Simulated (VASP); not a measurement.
# Ti (I4/mmm) in VASP: further runs

Runs on Ti. Level: r2SCAN. Tasks: single point.

All numbers are computed with VASP 6.6.1; they aren't measurements. Logs are shortened: lines on timing, memory, paths and dates and some standing lists are left out, and cuts for length are marked.

### Step 1. The cell of the first run

The structure is tetragonal, space group I4/mmm (No. 139). Conventional cell: a = 3.282 Å, b = 3.282 Å, c = 3.339 Å, α = 90.00°, β = 90.00°, γ = 90.00°. Within 3.8 Å of Ti (site symmetry 4/mmm) lie 14 Ti at 2.86 to 3.34 Å.

### Step 2. Single point, r2SCAN (strain +0.0175 x Voigt [1, 0, 0, 0, 0, 0])

POSCAR

```
Ti
1.0
   -1.6697175000      1.6410000000      1.6410000000
    1.6697175000     -1.6410000000      1.6410000000
    1.6697175000      1.6410000000     -1.6410000000
Ti
1
Direct
    0.0000000000      0.0000000000      0.0000000000
```

INCAR.step1

```
SYSTEM = Ti
ALGO = Normal
EDIFF = 1E-4
ENCUT = 520
GGA = PE
ISMEAR = 0
LASPH = .TRUE.
LCHARG = .FALSE.
LREAL = .FALSE.
LWAVE = .TRUE.
NBANDS = 12
NELM = 60
PREC = Accurate
SIGMA = 0.15
```

INCAR.step2

```
SYSTEM = Ti
ALGO = Normal
EDIFF = 1E-6
ENCUT = 520
ISIF = 2
ISMEAR = 0
ISTART = 1
LASPH = .TRUE.
LCHARG = .FALSE.
LMIXTAU = .TRUE.
LREAL = .FALSE.
LWAVE = .FALSE.
METAGGA = R2SCAN
NBANDS = 12
NELM = 60
PREC = Accurate
SIGMA = 0.15
```

KPOINTS

```
k-points
0
G
  20 20 20
  0 0 0
```

Potentials or basis: VASP PAW PBE potentials, release 64 (Ti_sv).

Started as:

```console
> cat potpaw_PBE.64/Ti_sv/POTCAR > POTCAR
> cp INCAR.step1 INCAR
> mpirun -np 1 vasp_std > vasp.out
> cp INCAR.step2 INCAR
> mpirun -np 1 vasp_std > vasp.out
```

OUTCAR:

```text
SYSTEM = Ti
   EDIFF = 1E-6
   ENCUT = 520
   ISIF = 2
   ISMEAR = 0
   ISTART = 1
   LASPH = .TRUE.
   LREAL = .FALSE.
   METAGGA = R2SCAN
   NELM = 60
   PREC = Accurate

 ion  position               nearest neighbor table
   1  0.000  0.000  0.000-

  LATTYP: Found a body centered tetragonal cell.
 ALAT       =     3.2820000000
 C/A-ratio  =     1.0175000000

  Lattice vectors:

 A1 = (  -1.6697175000,   1.6410000000,  -1.6410000000)
 A2 = (  -1.6697175000,  -1.6410000000,   1.6410000000)
 A3 = (   1.6697175000,   1.6410000000,   1.6410000000)

Analysis of symmetry for initial positions (statically):
=====================================================================
 Subroutine PRICEL returns:
 Original cell was already a primitive cell.

 Routine SETGRP: Setting up the symmetry group for a
 body centered tetragonal supercell.

 Subroutine GETGRP returns: Found 16 space group operations
 (whereof 16 operations were pure point group operations)
 out of a pool of 16 trial point group operations.

The static configuration has the point symmetry D_4h.

Analysis of symmetry for dynamics (positions and initial velocities):
=====================================================================
 Subroutine PRICEL returns:
 Original cell was already a primitive cell.

 Routine SETGRP: Setting up the symmetry group for a
 body centered tetragonal supercell.

 Subroutine GETGRP returns: Found 16 space group operations
 (whereof 16 operations were pure point group operations)
 out of a pool of 16 trial point group operations.

The dynamic configuration has the point symmetry D_4h.

 Subroutine INISYM returns: Found 16 space group operations
 (whereof 16 operations are pure point group operations),
 and found     1 'primitive' translations

----------------------------------------------------------------------------------------

                                     Primitive cell

  volume of cell :      17.9854

  direct lattice vectors                    reciprocal lattice vectors
    -1.669717500  1.641000000  1.641000000     0.000000000  0.304692261  0.304692261
     1.669717500 -1.641000000  1.641000000     0.299451853  0.000000000  0.304692261
     1.669717500  1.641000000 -1.641000000     0.299451853  0.304692261  0.000000000

  length of vectors
     2.858971586  2.858971586  2.858971586     0.430899928  0.427210471  0.427210471

  position of ions in fractional coordinates (direct lattice)
     0.000000000  0.000000000  0.000000000

  ion indices of the primitive-cell ions
   primitive index   ion index
                 1           1

----------------------------------------------------------------------------------------

 KPOINTS: k-points

Automatic generation of k-mesh.
 Grid dimensions read from file:
 generate k-points for:   20   20   20

 Generating k-lattice:

  Cartesian coordinates                     Fractional coordinates (reciprocal lattice)
     0.000000000  0.015234613  0.015234613     0.050000000  0.000000000  0.000000000
     0.014972593  0.000000000  0.015234613     0.000000000  0.050000000 -0.000000000
     0.014972593  0.015234613  0.000000000     0.000000000 -0.000000000  0.050000000

  Length of vectors
     0.021544996  0.021360524  0.021360524

  Shift w.r.t. Gamma in fractional coordinates (k-lattice)
     0.000000000  0.000000000  0.000000000

 Subroutine IBZKPT returns following result:
 ===========================================

 Found    641 irreducible k-points:

 Following reciprocal coordinates:
            Coordinates               Weight
  0.000000  0.000000  0.000000      1.000000
  0.050000  0.000000  0.000000      4.000000
  0.100000  0.000000  0.000000      4.000000
  0.150000  0.000000  0.000000      4.000000
  0.200000  0.000000  0.000000      4.000000
  0.250000  0.000000  0.000000      4.000000
[... 16 lines left out ...]
  0.050000  0.100000  0.000000     16.000000
  0.100000  0.100000 -0.000000     16.000000
 [... further k-points ...]
   k-points           NKPTS =    641   k-points in BZ     NKDIM =    641   number of bands    NBANDS=     12
   number of dos      NEDOS =    301   number of ions     NIONS =      1
   total plane-waves  NPLWV =  13824
   dimension x,y,z NGX =    24 NGY =   24 NGZ =   24
   dimension x,y,z NGXF=    48 NGYF=   48 NGZF=   48
   ions per type =               1
   NGX,Y,Z   is equivalent  to a cutoff of  13.96, 13.96, 13.96 a.u.
   NGXF,Y,Z  is equivalent  to a cutoff of  27.91, 27.91, 27.91 a.u.
 SYSTEM =  Ti
   PREC   = accura    normal or accurate (medium, high low for compatibility)
   ISTART =      1    job   : 0-new  1-cont  2-samecut
   ICHARG =      0    charge: 1-file 2-atom 10-const
   ISPIN  =      1    spin polarized calculation?
   LNONCOLLINEAR =      F non collinear calculations
   LSORBIT =      F    spin-orbit coupling
   LASPH  =      T    aspherical Exc in radial PAW
   ENCUT  =  520.0 eV  38.22 Ry    6.18 a.u.   5.32  5.32  5.32*2*pi/ulx,y,z
   NELM   =     60;   NELMIN=  2; NELMDL=  0     # of ELM steps
   EDIFF  = 0.1E-05   stopping-criterion for ELM
   LREAL  =      F    real-space projection
   EDIFFG = 0.1E-04   stopping-criterion for IOM
   NSW    =      0    number of steps for IOM
   IBRION =     -1    ionic relax: 0-MD 1-quasi-New 2-CG
   NFREE  =      0    steps in history (QN), initial steepest desc. (CG)
   ISIF   =      2    stress and relaxation
   ISYM   =      2    0-nonsym 1-usesym 2-fastsym
   POTIM  = 0.5000    time-step for ionic-motion
   TEBEG  =    0.0;   TEEND  =   0.0 temperature during run
   PSTRESS=    0.0 pullay stress
   NELECT =      12.0000    total number of electrons
   NUPDOWN=      -1.0000    fix difference up-down
   EMIN   =  10.00;   EMAX   =-10.00  energy-range for DOS
   EFERMI =   0.00;   METHOD = LEGACY
   ISMEAR =     0;   SIGMA  =   0.15  broadening in eV -4-tet -1-fermi 0-gaus
   EFERMI_NEDOS =   21; number of points for ismear=-14 and -15
   IALGO  =     38    algorithm
   IMIX   =      4    mixing-type and parameters
     AMIX     =   0.40;   BMIX     =  1.00
     AMIX_MAG =   1.60;   BMIX_MAG =  1.00
  volume/ion in A,a.u.               =      17.99       121.37
  Fermi-wavevector in a.u.,A,eV,Ry     =   1.430524  2.703299 27.842954  2.046399
  Thomas-Fermi vector in A             =   2.550360
   LORBIT       =      0    0 simple, 1 ext, 2 COOP (PROOUT), +10 PAW based schemes
   METAGGA = R2SCAN    functional components
   LHFCALC =     F    Hartree Fock is set to
   AEXX    =    0.0000 exact exchange contribution
   IVDW    =     0    specifies the selected vdW correction
   LEPSILON=     F    determine dielectric tensor
   LRPA    =     F    only Hartree local field effects (RPA)
 non-spin polarized calculation
 Gauss-broadening in eV      SIGMA  =   0.15
  energy-cutoff  :      520.00
  volume of cell :       17.99
 maximum number of plane-waves:       496
 NGX is ok and might be reduce to    24
   NGX = 11   NGY = 11   NGZ = 11

 number of electron      12.0000003 magnetization

 Free energy of the ion-electron system (eV)
  ---------------------------------------------------
  ext. energy  EPLUGINS =         0.00000000
  ---------------------------------------------------
  free energy    TOTEN  =       -12.81747603 eV

  energy without entropy =      -12.79092179  energy(sigma->0) =      -12.80419891

 E-fermi :   7.7606     XC(G=0): -12.2225

 val. band max:        7.7590520721   @ k =  -0.4500  -0.3500   0.1000
 cond. band min:       7.7610012887   @ k =  -0.2000   0.3500   0.0500
 fundamental gap:      0.0019492165
 Fermi energy:         7.7605674759

 k-point     1 :       0.0000    0.0000    0.0000
  band No.  band energies     occupation
      1     -51.2318      2.00000
      2     -26.0729      2.00000
      3     -26.0728      2.00000
      4     -26.0712      2.00000
      5       1.4928      2.00000
      6       8.8220      0.00000
      7       8.8220      0.00000
      8       8.9534      0.00000
      9      10.4911      0.00000
     10      10.6421      0.00000
     11      25.3845      0.00000
     12      25.7081      0.00000

 k-point     2 :       0.0500    0.0000    0.0000
  band No.  band energies     occupation
      1     -51.2289      2.00000
      2     -26.0886      2.00000
      3     -26.0762      2.00000
      4     -26.0731      2.00000
      5       1.5801      2.00000
      6       8.7800      0.00000
      7       8.8835      0.00000
      8       8.9398      0.00000
      9      10.4955      0.00000
     10      10.5951      0.00000
     11      25.4617      0.00000
     12      25.5382      0.00000

 k-point     3 :       0.1000    0.0000    0.0000
  band No.  band energies     occupation
      1     -51.2205      2.00000
      2     -26.1342      2.00000
      3     -26.0905      2.00000
      4     -26.0738      2.00000
      5       1.8378      2.00000
      6       8.6603      0.00000
      7       8.8852      0.00000
      8       9.0654      0.00000
      9      10.4828      0.00000
     10      10.5100      0.00000
     11      25.0367      0.00000
     12      25.5631      0.00000
[... 286 lines left out ...]
 k-point    23 :       0.0500    0.1000    0.0000
  band No.  band energies     occupation
      1     -51.2126      2.00000
      2     -26.1777      2.00000
      3     -26.0988      2.00000
      4     -26.0780      2.00000
      5       2.0829      2.00000
      6       8.6316      0.00000
      7       8.6982      0.00000
      8       9.3005      0.00000
      9      10.3044      0.00000
     10      10.6076      0.00000
     11      24.4877      0.00000
     12      25.2206      0.00000

 k-point    24 :       0.1000    0.1000   -0.0000
  band No.  band energies     occupation
      1     -51.2001      2.00000
      2     -26.2431      2.00000
      3     -26.1120      2.00000
      4     -26.0883      2.00000
      5       2.4870      2.00000
      6       8.4554      0.00000
      7       8.5774      0.00000
      8       9.5872      0.00000
      9      10.2172      0.00000
     10      10.6448      0.00000
     11      23.8910      0.00000
     12      24.6729      0.00000

 [... further k-points ...]
[... 5 lines left out ...]
  --------------------------------------------------------------------------------------
  -------------------------------------------------------------------------------------
  Total       -0.4287168     -0.5048887     -0.5048887      0.0000000      0.0000000      0.0000000
  in kB      -38.1909882    -44.9765404    -44.9765404      0.0000000      0.0000000      0.0000000
  external PRESSURE =     -42.7146897 kB  Pullay stress =       0.0000000 kB

 VOLUME and BASIS-vectors are now :
 -----------------------------------------------------------------------------
  energy-cutoff  :      520.00
  volume of cell :       17.99
      direct lattice vectors                 reciprocal lattice vectors
    -1.669717500  1.641000000  1.641000000     0.000000000  0.304692261  0.304692261
     1.669717500 -1.641000000  1.641000000     0.299451853  0.000000000  0.304692261
     1.669717500  1.641000000 -1.641000000     0.299451853  0.304692261  0.000000000

 POSITION                                       TOTAL-FORCE (eV/Angst)
 -----------------------------------------------------------------------------------
      0.00000      0.00000      0.00000        -0.000000      0.000000      0.000000
 -----------------------------------------------------------------------------------
    total drift:                               -0.000000      0.000000      0.000000

  FREE ENERGIE OF THE ION-ELECTRON SYSTEM (eV)
  ---------------------------------------------------
  free  energy   TOTEN  =       -12.8174760262 eV

  energy  without entropy=      -12.7909217894  energy(sigma->0) =      -12.80419891
```

Wall time 4.6 min (1 thread of AMD EPYC 9R45 (Zen 5), shared host); peak memory 0.22 GiB.

What came out:

| Item | Value |
| --- | --- |
| Free energy | -12.8175 eV |
| Pressure | -4.3 GPa |
| Band gap on the k mesh | zero (band 6 reaches 8.82 eV, above the bottom of band 7 at 7.08 eV) |

Caveat: the cell differs from its parent crystal (strain +0.0175 x Voigt [1, 0, 0, 0, 0, 0]); the PAW data sets were made with another functional, which shifts forces and pressure a little.

### Step 3. Single point, r2SCAN (strain +0.0200 x Voigt [1, 0, 0, 0, 0, 0])

POSCAR

```
Ti
1.0
   -1.6738200000      1.6410000000      1.6410000000
    1.6738200000     -1.6410000000      1.6410000000
    1.6738200000      1.6410000000     -1.6410000000
Ti
1
Direct
    0.0000000000      0.0000000000      0.0000000000
```

INCAR.step1

```
PREC = Accurate
ENCUT = 520
ISMEAR = 0
SIGMA = 0.15
LREAL = F
LASPH = T
NELM = 60
NBANDS = 12
GGA = PE
ALGO = Normal
EDIFF = 1E-4
LWAVE = T
LCHARG = F
```

INCAR.step2

```
PREC = Accurate
ENCUT = 520
EDIFF = 1E-7
ISMEAR = 0
SIGMA = 0.15
LREAL = F
LASPH = T
NELM = 60
ALGO = Normal
ISIF = 2
LWAVE = F
LCHARG = F
METAGGA = R2SCAN
LMIXTAU = T
NBANDS = 12
ISTART = 1
```

KPOINTS

```
regular mesh
0
Gamma
  20 20 20
```

Potentials or basis: VASP PAW PBE potentials, release 64 (Ti_sv).

Started as:

```console
> cat potpaw_PBE.64/Ti_sv/POTCAR > POTCAR
> cp INCAR.step1 INCAR
> mpirun -np 1 vasp_std > vasp.out
> cp INCAR.step2 INCAR
> mpirun -np 1 vasp_std > vasp.out
```

It took 7.8 min on 1 thread of AMD EPYC 9R45 (Zen 5), shared host; peak memory 0.22 GiB.

Results (log left out):

```
Free energy            : -12.8165 eV
Pressure               : -4.4 GPa
Band gap on the k mesh : zero (band 6 reaches 8.79 eV, above the bottom of band 7 at 7.06 eV)
```

Stress tensor (GPa, compression positive):
```
-3.85  0.00  0.00
 0.00 -4.62  0.00
 0.00  0.00 -4.62
```

Levels at points of the mesh, in eV from the Fermi level:
| k point | band 2 | band 3 | band 4 | band 5 | band 6 | band 7 | band 8 | band 9 | band 10 | band 11 |
| --- | --- | --- | --- | --- | --- | --- | --- | --- | --- | --- |
| (0.00, 0.00, 0.00) | -33.84 | -33.84 | -33.84 | -6.26 | 1.05 | 1.05 | 1.20 | 2.71 | 2.88 | 17.58 |
| (0.50, 0.00, 0.00) | -34.46 | -34.04 | -33.85 | -2.48 | -0.42 | 0.94 | 2.91 | 3.17 | 4.28 | 8.85 |
| (0.00, 0.50, 0.00) | -34.46 | -34.03 | -33.84 | -2.49 | -0.24 | 0.80 | 2.73 | 3.13 | 4.27 | 8.70 |
| (0.50, 0.50, 0.50) | -34.28 | -34.25 | -34.25 | -2.16 | -2.11 | 3.92 | 3.94 | 3.94 | 8.05 | 8.64 |

Caveat: the cell differs from its parent crystal (strain +0.0200 x Voigt [1, 0, 0, 0, 0, 0]); the PAW data sets were made with another functional, which shifts forces and pressure a little.
